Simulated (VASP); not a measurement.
# NbH2 in VASP: further runs

The runs below take NbH2 through single point, with LDA, PBEsol.

Program: VASP 6.6.1. These are calculated values, not measurements. Logs are shortened: lines on timing, memory, paths and dates and some standing lists are left out, and cuts for length are marked.

## 1. The cell of the first run

The cell holds a sheet with vacuum, 3 atoms: a = 2.733 Å, b = 2.733 Å, c = 26.081 Å, α = 90.00°, β = 90.00°, γ = 90.00°.

## 2. Single point, LDA

INCAR

```
  PREC = Accurate
  ENCUT = 520
  EDIFF = 1E-6
  ISMEAR = -1
  SIGMA = 0.05
  LREAL = False
  LASPH = True
  NELM = 100
  ALGO = Normal
  ISIF = 2
  LWAVE = False
  LCHARG = True
  LELF = True
  LVHAR = True
  NBANDS = 14
```

KPOINTS

```
regular mesh
0
Gamma
  10 10 1
```

POSCAR

```
NbH2
1.0
    2.7331800000      0.0000000000      0.0000000000
    0.0000000000      2.7331800000      0.0000000000
    0.0000000000      0.0000000000     26.0815000000
Nb H
1 2
Direct
    0.5000000000      0.5000000000      0.3328000000
    0.0000000000      0.5000000000      0.2827600000
    0.5000000000      0.0000000000      0.2827600000
```

Potentials or basis: VASP PAW LDA potentials, release 64 (Nb_sv, H).

Launch:

```console
$ cat potpaw_LDA.64/Nb_sv/POTCAR potpaw_LDA.64/H/POTCAR > POTCAR
$ mpirun -np 1 vasp_std > vasp.out
```

OUTCAR:

```text
PREC = Accurate
   ENCUT = 520
   EDIFF = 1E-6
   ISMEAR = -1
   LREAL = False
   LASPH = True
   NELM = 100
   ISIF = 2

 ion  position               nearest neighbor table
   1  0.500  0.500  0.333-   2 1.89   3 1.89   3 1.89   2 1.89
   2  0.000  0.500  0.283-   1 1.89   1 1.89
   3  0.500  0.000  0.283-   1 1.89   1 1.89

  LATTYP: Found a simple tetragonal cell.
 ALAT       =     2.7331800000
 C/A-ratio  =     9.5425475088

  Lattice vectors:

 A1 = (   2.7331800000,   0.0000000000,   0.0000000000)
 A2 = (   0.0000000000,   2.7331800000,   0.0000000000)
 A3 = (   0.0000000000,   0.0000000000,  26.0815000000)

Analysis of symmetry for initial positions (statically):
=====================================================================
 Subroutine PRICEL returns:
 Original cell was already a primitive cell.

 Routine SETGRP: Setting up the symmetry group for a
 simple tetragonal supercell.

 Subroutine GETGRP returns: Found  8 space group operations
 (whereof  8 operations were pure point group operations)
 out of a pool of 16 trial point group operations.

The static configuration has the point symmetry C_4v.

Analysis of symmetry for dynamics (positions and initial velocities):
=====================================================================
 Subroutine PRICEL returns:
 Original cell was already a primitive cell.

 Routine SETGRP: Setting up the symmetry group for a
 simple tetragonal supercell.

 Subroutine GETGRP returns: Found  8 space group operations
 (whereof  8 operations were pure point group operations)
 out of a pool of 16 trial point group operations.

The dynamic configuration has the point symmetry C_4v.

 Subroutine INISYM returns: Found  8 space group operations
 (whereof  8 operations are pure point group operations),
 and found     1 'primitive' translations

----------------------------------------------------------------------------------------

                                     Primitive cell

  volume of cell :     194.8359

  direct lattice vectors                    reciprocal lattice vectors
     2.733180000  0.000000000  0.000000000     0.365874183  0.000000000  0.000000000
     0.000000000  2.733180000  0.000000000     0.000000000  0.365874183  0.000000000
     0.000000000  0.000000000 26.081500000     0.000000000  0.000000000  0.038341353

  length of vectors
     2.733180000  2.733180000 26.081500000     0.365874183  0.365874183  0.038341353

  position of ions in fractional coordinates (direct lattice)
     0.500000000  0.500000000  0.332800000
     0.000000000  0.500000000  0.282760000
     0.500000000  0.000000000  0.282760000

  ion indices of the primitive-cell ions
   primitive index   ion index
                 1           1
                 2           2
                 3           3

----------------------------------------------------------------------------------------

 KPOINTS: regular mesh

Automatic generation of k-mesh.
 Grid dimensions read from file:
 generate k-points for:   10   10    1

 Generating k-lattice:

  Cartesian coordinates                     Fractional coordinates (reciprocal lattice)
     0.036587418  0.000000000  0.000000000     0.100000000  0.000000000  0.000000000
     0.000000000  0.036587418  0.000000000     0.000000000  0.100000000  0.000000000
     0.000000000  0.000000000  0.038341353     0.000000000  0.000000000  1.000000000

  Length of vectors
     0.036587418  0.036587418  0.038341353

  Shift w.r.t. Gamma in fractional coordinates (k-lattice)
     0.000000000  0.000000000  0.000000000

 Subroutine IBZKPT returns following result:
 ===========================================

 Found     21 irreducible k-points:

 Following reciprocal coordinates:
            Coordinates               Weight
  0.000000  0.000000  0.000000      1.000000
  0.100000  0.000000  0.000000      4.000000
  0.200000  0.000000  0.000000      4.000000
  0.300000  0.000000  0.000000      4.000000
  0.400000  0.000000  0.000000      4.000000
  0.500000  0.000000  0.000000      2.000000
[... 13 lines left out ...]
  0.500000  0.400000  0.000000      4.000000
  0.500000  0.500000  0.000000      1.000000
   k-points           NKPTS =     21   k-points in BZ     NKDIM =     21   number of bands    NBANDS=     14
   number of dos      NEDOS =    301   number of ions     NIONS =      3
   total plane-waves  NPLWV =  78400
   dimension x,y,z NGX =    20 NGY =   20 NGZ =  196
   dimension x,y,z NGXF=    40 NGYF=   40 NGZF=  392
   ions per type =               1   2
   NGX,Y,Z   is equivalent  to a cutoff of  12.17, 12.17, 12.49 a.u.
   NGXF,Y,Z  is equivalent  to a cutoff of  24.33, 24.33, 24.99 a.u.
 SYSTEM =  unknown system
   PREC   = accura    normal or accurate (medium, high low for compatibility)
   ISTART =      0    job   : 0-new  1-cont  2-samecut
   ICHARG =      2    charge: 1-file 2-atom 10-const
   ISPIN  =      1    spin polarized calculation?
   LNONCOLLINEAR =      F non collinear calculations
   LSORBIT =      F    spin-orbit coupling
   LASPH  =      T    aspherical Exc in radial PAW
   ENCUT  =  520.0 eV  38.22 Ry    6.18 a.u.   5.08  5.08 48.49*2*pi/ulx,y,z
   NELM   =    100;   NELMIN=  2; NELMDL= -5     # of ELM steps
   EDIFF  = 0.1E-05   stopping-criterion for ELM
   LREAL  =      F    real-space projection
   EDIFFG = 0.1E-04   stopping-criterion for IOM
   NSW    =      0    number of steps for IOM
   IBRION =     -1    ionic relax: 0-MD 1-quasi-New 2-CG
   NFREE  =      0    steps in history (QN), initial steepest desc. (CG)
   ISIF   =      2    stress and relaxation
   ISYM   =      2    0-nonsym 1-usesym 2-fastsym
   POTIM  = 0.5000    time-step for ionic-motion
   TEBEG  =    0.0;   TEEND  =   0.0 temperature during run
   PSTRESS=    0.0 pullay stress
   NELECT =      15.0000    total number of electrons
   NUPDOWN=      -1.0000    fix difference up-down
   EMIN   =  10.00;   EMAX   =-10.00  energy-range for DOS
   EFERMI =   0.00;   METHOD = LEGACY
   ISMEAR =    -1;   SIGMA  =   0.05  broadening in eV -4-tet -1-fermi 0-gaus
   EFERMI_NEDOS =   21; number of points for ismear=-14 and -15
   IALGO  =     38    algorithm
   IMIX   =      4    mixing-type and parameters
     AMIX     =   0.40;   BMIX     =  1.00
     AMIX_MAG =   1.60;   BMIX_MAG =  1.00
  volume/ion in A,a.u.               =      64.95       438.27
  Fermi-wavevector in a.u.,A,eV,Ry     =   0.696438  1.316076  6.599171  0.485025
  Thomas-Fermi vector in A             =   1.779488
   LORBIT       =      0    0 simple, 1 ext, 2 COOP (PROOUT), +10 PAW based schemes
   GGA     = CA    functional components
   LHFCALC =     F    Hartree Fock is set to
   AEXX    =    0.0000 exact exchange contribution
   IVDW    =     0    specifies the selected vdW correction
   LEPSILON=     F    determine dielectric tensor
   LRPA    =     F    only Hartree local field effects (RPA)
 non-spin polarized calculation
  energy-cutoff  :      520.00
  volume of cell :      194.84
 maximum number of plane-waves:      5288
   NGX = 11   NGY = 11   NGZ = 97

 number of electron      14.9999995 magnetization

 Free energy of the ion-electron system (eV)
  ---------------------------------------------------
  ext. energy  EPLUGINS =         0.00000000
  ---------------------------------------------------
  free energy    TOTEN  =       -16.55003055 eV

  energy without entropy =      -16.53598881  energy(sigma->0) =      -16.54300968

 E-fermi :  -3.5586     XC(G=0):  -2.2215

 val. band max:       -3.5599402766   @ k =   0.4000   0.1000   0.0000
 cond. band min:      -3.3606444095   @ k =   0.4000   0.2000   0.0000
 fundamental gap:      0.1992958671
 Fermi energy:        -3.5585721416

 k-point     1 :       0.0000    0.0000    0.0000
  band No.  band energies     occupation
      1     -58.1350      2.00000
      2     -34.4408      2.00000
      3     -33.6292      2.00000
      4     -33.6292      2.00000
      5     -10.9546      2.00000
      6      -7.1157      2.00000
      7      -6.2790      2.00000
      8      -3.8009      1.98442
      9      -0.7984      0.00000
     10      -0.7984      0.00000
     11       1.1431      0.00000
     12       1.3247      0.00000
     13       1.4733      0.00000
     14       1.8761      0.00000

 k-point     2 :       0.1000    0.0000    0.0000
  band No.  band energies     occupation
      1     -58.1181      2.00000
      2     -34.4224      2.00000
      3     -33.7730      2.00000
      4     -33.6172      2.00000
      5     -10.7634      2.00000
      6      -6.9438      2.00000
      7      -6.0215      2.00000
      8      -3.8600      1.99520
      9      -1.3264      0.00000
     10      -0.7473      0.00000
     11       0.9294      0.00000
     12       1.3266      0.00000
     13       1.6969      0.00000
     14       2.0755      0.00000

 k-point     3 :       0.2000    0.0000    0.0000
  band No.  band energies     occupation
      1     -58.0736      2.00000
      2     -34.3748      2.00000
      3     -34.1372      2.00000
      4     -33.5858      2.00000
      5     -10.2644      2.00000
      6      -6.7587      2.00000
      7      -5.1041      2.00000
      8      -4.1956      1.99999
      9      -1.6889      0.00000
     10      -0.6118      0.00000
     11       0.0425      0.00000
     12       1.8156      0.00000
     13       2.1789      0.00000
     14       2.6713      0.00000
[... 273 lines left out ...]
 k-point    20 :       0.5000    0.4000    0.0000
  band No.  band energies     occupation
      1     -57.7975      2.00000
      2     -34.8511      2.00000
      3     -34.7133      2.00000
      4     -34.0793      2.00000
      5      -7.4669      2.00000
      6      -7.0968      2.00000
      7      -6.7682      2.00000
      8      -2.0006      0.00000
      9      -0.3446      0.00000
     10      -0.1737      0.00000
     11       3.0290      0.00000
     12       4.5951      0.00000
     13       5.4759      0.00000
     14       7.2911      0.00000

 k-point    21 :       0.5000    0.5000    0.0000
  band No.  band energies     occupation
      1     -57.7806      2.00000
      2     -34.8320      2.00000
      3     -34.8320      2.00000
      4     -34.0618      2.00000
      5      -7.2106      2.00000
      6      -7.2106      2.00000
      7      -7.1484      2.00000
      8      -1.6703      0.00000
      9       0.0087      0.00000
     10       0.0087      0.00000
     11       3.3538      0.00000
     12       4.3180      0.00000
     13       6.1147      0.00000
     14       7.6868      0.00000

------------------------ aborting loop because EDIFF is reached ----------------------------------------

  FORCE on cell =-STRESS in cart. coord.  units (eV):
  Direction    XX          YY          ZZ          XY          YZ          ZX
  --------------------------------------------------------------------------------------
  -------------------------------------------------------------------------------------
  Total       -1.2795515     -1.2795515     -0.2055502      0.0000000      0.0000000      0.0000000
  in kB      -10.5220248    -10.5220248     -1.6902832      0.0000000      0.0000000      0.0000000
  external PRESSURE =      -7.5781110 kB  Pullay stress =       0.0000000 kB

 VOLUME and BASIS-vectors are now :
 -----------------------------------------------------------------------------
  energy-cutoff  :      520.00
  volume of cell :      194.84
      direct lattice vectors                 reciprocal lattice vectors
     2.733180000  0.000000000  0.000000000     0.365874183  0.000000000  0.000000000
     0.000000000  2.733180000  0.000000000     0.000000000  0.365874183  0.000000000
     0.000000000  0.000000000 26.081500000     0.000000000  0.000000000  0.038341353

 POSITION                                       TOTAL-FORCE (eV/Angst)
 -----------------------------------------------------------------------------------
      1.36659      1.36659      8.67992         0.000000     -0.000000     -0.130871
      0.00000      1.36659      7.37480        -0.000000      0.000000      0.065436
      1.36659      0.00000      7.37480         0.000000      0.000000      0.065436
 -----------------------------------------------------------------------------------
    total drift:                                0.000000      0.000000     -0.000199

  FREE ENERGIE OF THE ION-ELECTRON SYSTEM (eV)
  ---------------------------------------------------
  free  energy   TOTEN  =       -16.5500305471 eV

  energy  without entropy=      -16.5359888115  energy(sigma->0) =      -16.54300968
```

Wall time 94 s (1 thread of AMD EPYC 7R13, shared host); peak memory 0.2 GiB.

What came out:

```yaml
Free_energy: -16.5500 eV
Largest_force: 0.131 eV/Å
```

Forces on the atoms (eV/Å):
```
Nb   0.000  0.000 -0.131
H    0.000  0.000  0.065
H    0.000  0.000  0.065
```

Levels at points of the mesh, in eV from the Fermi level:
| k point | band 4 | band 5 | band 6 | band 7 | band 8 | band 9 | band 10 | band 11 | band 12 | band 13 |
| --- | --- | --- | --- | --- | --- | --- | --- | --- | --- | --- |
| (0.00, 0.00, 0.00) | -30.07 | -7.40 | -3.56 | -2.72 | -0.24 | 2.76 | 2.76 | 4.70 | 4.88 | 5.03 |
| (0.50, 0.00, 0.00) | -29.94 | -5.04 | -4.10 | -0.85 | 0.66 | 1.83 | 3.24 | 3.34 | 6.80 | 8.05 |
| (0.50, 0.50, 0.00) | -30.50 | -3.65 | -3.65 | -3.59 | 1.89 | 3.57 | 3.57 | 6.91 | 7.88 | 9.67 |

(Part 1 of 2 ends here.)
